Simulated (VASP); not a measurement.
# Ti (P6_3/mmc) in VASP: further runs

Runs on Ti. Level: LDA. Tasks: single point.

All numbers are computed with VASP 6.6.1; they aren't measurements. Logs are shortened: lines on timing, memory, paths and dates and some standing lists are left out, and cuts for length are marked.

## (1) The cell of the first run

The structure is hexagonal, space group P6_3/mmc (No. 194). The conventional cell has a = 2.950 Å, b = 2.950 Å, c = 4.680 Å, α = 90.00°, β = 90.00°, γ = 120.00°. Within 3.8 Å of Ti (site symmetry -6m2) lie 12 Ti at 2.89 to 2.95 Å.

## (2) Single point, LDA

INCAR

```
ALGO = Normal
EDIFF = 1E-7
ENCUT = 520
GGA = CA
ISIF = 2
ISMEAR = -1
LASPH = True
LCHARG = True
LELF = True
LREAL = False
LVHAR = True
LWAVE = False
NBANDS = 19
NELM = 80
PREC = Accurate
SIGMA = 0.05
```

KPOINTS

```
k-points
0
Gamma
  10 10 6
```

POSCAR

```
Ti
1.0
    2.9500000000      0.0000000000      0.0000000000
   -1.4750000000      2.5547749412      0.0000000000
    0.0000000000      0.0000000000      4.6800000000
Ti
2
Direct
    0.6666666667      0.3333333333      0.7500000000
    0.3333333333      0.6666666667      0.2500000000
```

Potentials or basis: VASP PAW LDA potentials, release 64 (Ti_sv).

Command:

```console
$ cat potpaw_LDA.64/Ti_sv/POTCAR > POTCAR
$ mpirun -np 1 vasp_std > vasp.out
```

OUTCAR:

```text
EDIFF = 1E-7
   ENCUT = 520
   GGA = CA
   ISIF = 2
   ISMEAR = -1
   LASPH = True
   LREAL = False
   NELM = 80
   PREC = Accurate

 ion  position               nearest neighbor table
   1  0.667  0.333  0.750-   2 2.89   2 2.89   2 2.89   2 2.89   2 2.89   2 2.89
   2  0.333  0.667  0.250-   1 2.89   1 2.89   1 2.89   1 2.89   1 2.89   1 2.89

  LATTYP: Found a hexagonal cell.
 ALAT       =     2.9500000000
 C/A-ratio  =     1.5864406780

  Lattice vectors:

 A1 = (   2.9500000000,   0.0000000000,   0.0000000000)
 A2 = (  -1.4750000000,   2.5547749412,   0.0000000000)
 A3 = (   0.0000000000,   0.0000000000,   4.6800000000)

Analysis of symmetry for initial positions (statically):
=====================================================================
 Subroutine PRICEL returns:
 Original cell was already a primitive cell.

 Routine SETGRP: Setting up the symmetry group for a
 hexagonal supercell.

 Subroutine GETGRP returns: Found 24 space group operations
 (whereof 12 operations were pure point group operations)
 out of a pool of 24 trial point group operations.

The static configuration has the point symmetry D_3d.
 The point group associated with its full space group is D_6h.

Analysis of symmetry for dynamics (positions and initial velocities):
=====================================================================
 Subroutine PRICEL returns:
 Original cell was already a primitive cell.

 Routine SETGRP: Setting up the symmetry group for a
 hexagonal supercell.

 Subroutine GETGRP returns: Found 24 space group operations
 (whereof 12 operations were pure point group operations)
 out of a pool of 24 trial point group operations.

The dynamic configuration has the point symmetry D_3d.
 The point group associated with its full space group is D_6h.

 Subroutine INISYM returns: Found 24 space group operations
 (whereof 12 operations are pure point group operations),
 and found     1 'primitive' translations

----------------------------------------------------------------------------------------

                                     Primitive cell

  volume of cell :      35.2712

  direct lattice vectors                    reciprocal lattice vectors
     2.950000000  0.000000000  0.000000000     0.338983051  0.195711956  0.000000000
    -1.475000000  2.554774941  0.000000000     0.000000000  0.391423911  0.000000000
     0.000000000  0.000000000  4.680000000     0.000000000  0.000000000  0.213675214

  length of vectors
     2.950000000  2.950000000  4.680000000     0.391423911  0.391423911  0.213675214

  position of ions in fractional coordinates (direct lattice)
     0.666666667  0.333333333  0.750000000
     0.333333333  0.666666667  0.250000000

  ion indices of the primitive-cell ions
   primitive index   ion index
                 1           1
                 2           2

----------------------------------------------------------------------------------------

 KPOINTS: k-points

Automatic generation of k-mesh.
 Grid dimensions read from file:
 generate k-points for:   10   10    6

 Generating k-lattice:

  Cartesian coordinates                     Fractional coordinates (reciprocal lattice)
     0.033898305  0.019571196  0.000000000     0.100000000 -0.000000000  0.000000000
     0.000000000  0.039142391  0.000000000     0.000000000  0.100000000  0.000000000
     0.000000000  0.000000000  0.035612536     0.000000000  0.000000000  0.166666667

  Length of vectors
     0.039142391  0.039142391  0.035612536

  Shift w.r.t. Gamma in fractional coordinates (k-lattice)
     0.000000000  0.000000000  0.000000000

 Subroutine IBZKPT returns following result:
 ===========================================

 Found     56 irreducible k-points:

 Following reciprocal coordinates:
            Coordinates               Weight
  0.000000  0.000000  0.000000      1.000000
  0.100000  0.000000  0.000000      6.000000
  0.200000  0.000000  0.000000      6.000000
  0.300000  0.000000  0.000000      6.000000
  0.400000  0.000000  0.000000      6.000000
  0.500000  0.000000  0.000000      3.000000
[... 16 lines left out ...]
  0.300000  0.100000  0.166667     24.000000
  0.400000  0.100000  0.166667     24.000000
 [... further k-points ...]
   k-points           NKPTS =     56   k-points in BZ     NKDIM =     56   number of bands    NBANDS=     19
   number of dos      NEDOS =    301   number of ions     NIONS =      2
   total plane-waves  NPLWV =  20736
   dimension x,y,z NGX =    24 NGY =   24 NGZ =   36
   dimension x,y,z NGXF=    48 NGYF=   48 NGZF=   72
   ions per type =               2
   NGX,Y,Z   is equivalent  to a cutoff of  13.53, 13.53, 12.79 a.u.
   NGXF,Y,Z  is equivalent  to a cutoff of  27.05, 27.05, 25.58 a.u.
 SYSTEM =  unknown system
   PREC   = accura    normal or accurate (medium, high low for compatibility)
   ISTART =      0    job   : 0-new  1-cont  2-samecut
   ICHARG =      2    charge: 1-file 2-atom 10-const
   ISPIN  =      1    spin polarized calculation?
   LNONCOLLINEAR =      F non collinear calculations
   LSORBIT =      F    spin-orbit coupling
   LASPH  =      T    aspherical Exc in radial PAW
   ENCUT  =  520.0 eV  38.22 Ry    6.18 a.u.   5.49  5.49  8.70*2*pi/ulx,y,z
   NELM   =     80;   NELMIN=  2; NELMDL= -5     # of ELM steps
   EDIFF  = 0.1E-06   stopping-criterion for ELM
   LREAL  =      F    real-space projection
   EDIFFG = 0.1E-05   stopping-criterion for IOM
   NSW    =      0    number of steps for IOM
   IBRION =     -1    ionic relax: 0-MD 1-quasi-New 2-CG
   NFREE  =      0    steps in history (QN), initial steepest desc. (CG)
   ISIF   =      2    stress and relaxation
   ISYM   =      2    0-nonsym 1-usesym 2-fastsym
   POTIM  = 0.5000    time-step for ionic-motion
   TEBEG  =    0.0;   TEEND  =   0.0 temperature during run
   PSTRESS=    0.0 pullay stress
   NELECT =      24.0000    total number of electrons
   NUPDOWN=      -1.0000    fix difference up-down
   EMIN   =  10.00;   EMAX   =-10.00  energy-range for DOS
   EFERMI =   0.00;   METHOD = LEGACY
   ISMEAR =    -1;   SIGMA  =   0.05  broadening in eV -4-tet -1-fermi 0-gaus
   EFERMI_NEDOS =   21; number of points for ismear=-14 and -15
   IALGO  =     38    algorithm
   IMIX   =      4    mixing-type and parameters
     AMIX     =   0.40;   BMIX     =  1.00
     AMIX_MAG =   1.60;   BMIX_MAG =  1.00
  volume/ion in A,a.u.               =      17.64       119.01
  Fermi-wavevector in a.u.,A,eV,Ry     =   1.439920  2.721055 28.209912  2.073370
  Thomas-Fermi vector in A             =   2.558722
   LORBIT       =      0    0 simple, 1 ext, 2 COOP (PROOUT), +10 PAW based schemes
   GGA     = CA    functional components
   LHFCALC =     F    Hartree Fock is set to
   AEXX    =    0.0000 exact exchange contribution
   IVDW    =     0    specifies the selected vdW correction
   LEPSILON=     F    determine dielectric tensor
   LRPA    =     F    only Hartree local field effects (RPA)
 non-spin polarized calculation
  energy-cutoff  :      520.00
  volume of cell :       35.27
 maximum number of plane-waves:       973
 NGX is ok and might be reduce to    24
   NGX = 11   NGY = 11   NGZ = 17

 number of electron      24.0000002 magnetization

 Free energy of the ion-electron system (eV)
  ---------------------------------------------------
  ext. energy  EPLUGINS =         0.00000000
  ---------------------------------------------------
  free energy    TOTEN  =       -17.00484876 eV

  energy without entropy =      -16.98388072  energy(sigma->0) =      -16.99436474

 E-fermi :   7.9190     XC(G=0): -11.7111

 val. band max:        7.9063958225   @ k =   0.3000   0.2000   0.5000
 cond. band min:       7.9269467984   @ k =   0.1000   0.0000   0.1667
 fundamental gap:      0.0205509758
 Fermi energy:         7.9189914314

 k-point     1 :       0.0000    0.0000    0.0000
  band No.  band energies     occupation
      1     -48.2557      2.00000
      2     -48.1203      2.00000
      3     -25.2211      2.00000
      4     -24.5854      2.00000
      5     -24.5854      2.00000
      6     -24.5262      2.00000
[... 11 lines left out ...]
     18       9.4879      0.00000
     19      10.9929      0.00000

 k-point     2 :       0.1000    0.0000    0.0000
  band No.  band energies     occupation
      1     -48.2460      2.00000
      2     -48.1165      2.00000
      3     -25.1997      2.00000
      4     -24.6293      2.00000
      5     -24.6000      2.00000
      6     -24.5353      2.00000
[... 11 lines left out ...]
     18       9.3417      0.00000
     19      11.0689      0.00000

 k-point     3 :       0.2000    0.0000    0.0000
  band No.  band energies     occupation
      1     -48.2198      2.00000
      2     -48.1071      2.00000
      3     -25.1399      2.00000
      4     -24.7450      2.00000
      5     -24.6480      2.00000
      6     -24.6366      2.00000
[... 11 lines left out ...]
     18       9.8032      0.00000
     19      11.2102      0.00000

 k-point     4 :       0.3000    0.0000    0.0000
  band No.  band energies     occupation
      1     -48.1851      2.00000
      2     -48.0978      2.00000
      3     -25.0545      2.00000
      4     -24.8897      2.00000
      5     -24.7851      2.00000
      6     -24.6797      2.00000
[... 11 lines left out ...]
     18      10.4638      0.00000
     19      11.3210      0.00000

 k-point     5 :       0.4000    0.0000    0.0000
  band No.  band energies     occupation
      1     -48.1531      2.00000
      2     -48.0939      2.00000
      3     -25.0073      2.00000
      4     -24.9660      2.00000
      5     -24.8920      2.00000
      6     -24.7134      2.00000
[... 11 lines left out ...]
     18      11.2080      0.00000
     19      11.3809      0.00000
[... 334 lines left out ...]
      2     -48.1179      2.00000
      3     -25.1260      2.00000
      4     -24.6856      2.00000
      5     -24.6741      2.00000
      6     -24.6151      2.00000
[... 11 lines left out ...]
     18       9.8128      0.00000
     19      11.1155      0.00000

 k-point    22 :       0.2000    0.1000    0.1667
  band No.  band energies     occupation
      1     -48.1910      2.00000
      2     -48.1071      2.00000
      3     -25.0737      2.00000
      4     -24.8065      2.00000
      5     -24.7716      2.00000
      6     -24.6625      2.00000
[... 11 lines left out ...]
     18      10.3319      0.00000
     19      11.1905      0.00000

 k-point    23 :       0.3000    0.1000    0.1667
  band No.  band energies     occupation
      1     -48.1591      2.00000
      2     -48.0990      2.00000
      3     -25.0424      2.00000
      4     -24.9148      2.00000
      5     -24.8476      2.00000
      6     -24.7101      2.00000
[... 11 lines left out ...]
     18      10.8849      0.00000
     19      11.4062      0.00000

 k-point    24 :       0.4000    0.1000    0.1667
  band No.  band energies     occupation
      1     -48.1358      2.00000
      2     -48.0974      2.00000
      3     -25.0714      2.00000
      4     -24.9602      2.00000
      5     -24.8565      2.00000
      6     -24.7317      2.00000
[... 11 lines left out ...]
     18      11.2740      0.00000
     19      11.9994      0.00000

 [... further k-points ...]
[... 5 lines left out ...]
  --------------------------------------------------------------------------------------
  -------------------------------------------------------------------------------------
  Total       -2.1191381     -2.1191381     -2.2752876     -0.0000000     -0.0000000      0.0000000
  in kB      -96.2607692    -96.2607692   -103.3537799     -0.0000000     -0.0000000      0.0000000
  external PRESSURE =     -98.6251061 kB  Pullay stress =       0.0000000 kB

 VOLUME and BASIS-vectors are now :
 -----------------------------------------------------------------------------
  energy-cutoff  :      520.00
  volume of cell :       35.27
      direct lattice vectors                 reciprocal lattice vectors
     2.950000000  0.000000000  0.000000000     0.338983051  0.195711956  0.000000000
    -1.475000000  2.554774941  0.000000000     0.000000000  0.391423911  0.000000000
     0.000000000  0.000000000  4.680000000     0.000000000  0.000000000  0.213675214

 POSITION                                       TOTAL-FORCE (eV/Angst)
 -----------------------------------------------------------------------------------
      1.47500      0.85159      3.51000        -0.000000      0.000000      0.000000
     -0.00000      1.70318      1.17000         0.000000     -0.000000      0.000000
 -----------------------------------------------------------------------------------
    total drift:                               -0.000000      0.000000     -0.000000

  FREE ENERGIE OF THE ION-ELECTRON SYSTEM (eV)
  ---------------------------------------------------
  free  energy   TOTEN  =       -17.0048487636 eV

  energy  without entropy=      -16.9838807235  energy(sigma->0) =      -16.99436474
```

It took 50 s on 1 thread of Intel Xeon Platinum 8375C at 2.90GHz (Ice Lake), shared host; peak memory 0.15 GiB.

What came out:

```yaml
Free_energy: -17.0048 eV
Pressure: -9.9 GPa
Band_gap_on_the_k_mesh: zero (bands 12 and 13 overlap by 0.94 eV)
```

Caveat: the cell stands under tension.

## (3) Single point, LDA

This run uses another cell than the first one, of 17.99 Å³/atom.

INCAR

```
PREC = Accurate
ENCUT = 520
EDIFF = 1E-6
ISMEAR = -1
SIGMA = 0.05
LREAL = False
LASPH = True
NELM = 100
ALGO = Normal
ISIF = 2
LWAVE = False
LCHARG = True
LELF = True
LVHAR = True
NBANDS = 19
```

KPOINTS

```
Automatic mesh
0
Gamma
  10 10 6
```

POSCAR

```
Ti
1.0
    2.9695369932      0.0000000000      0.0000000000
   -1.4847684966      2.5716944736      0.0000000000
    0.0000000000      0.0000000000      4.7109942807
Ti
2
Direct
    0.6666666667      0.3333333333      0.7500000000
    0.3333333333      0.6666666667      0.2500000000
```

Potentials or basis: VASP PAW LDA potentials, release 64 (Ti_sv).

Command:

```console
$ cat potpaw_LDA.64/Ti_sv/POTCAR > POTCAR
$ mpirun -np 1 vasp_std > vasp.out
```

Wall time 43 s (1 thread of Intel Xeon Platinum 8375C at 2.90GHz (Ice Lake), shared host); peak memory 0.15 GiB.

The run converged. Its results:

- Free energy: -16.9579 eV
- Pressure: -11.5 GPa
- Band gap on the k mesh: zero (bands 12 and 13 overlap by 0.93 eV)

Stress tensor (GPa, compression positive):
```
-11.29   0.00   0.00
  0.00 -11.29   0.00
  0.00   0.00 -11.98
```

Levels at points of the mesh, in eV from the Fermi level:
| k point | band 8 | band 9 | band 10 | band 11 | band 12 | band 13 | band 14 | band 15 | band 16 | band 17 |
| --- | --- | --- | --- | --- | --- | --- | --- | --- | --- | --- |
| (0.00, 0.00, 0.00) | -32.46 | -6.03 | -2.58 | 0.74 | 0.74 | 0.79 | 0.84 | 1.21 | 1.21 | 1.53 |
| (0.50, 0.00, 0.00) | -32.53 | -2.26 | -2.05 | -1.75 | -0.57 | 0.45 | 0.59 | 1.12 | 3.20 | 3.39 |
| (0.00, 0.00, 0.50) | -32.51 | -4.23 | -4.23 | 0.09 | 0.09 | 0.65 | 0.65 | 0.65 | 0.65 | 2.66 |
| (0.50, 0.00, 0.50) | -32.61 | -2.44 | -2.44 | -0.77 | -0.77 | 1.31 | 1.31 | 1.64 | 1.64 | 3.33 |

Caveat: the cell stands under tension.
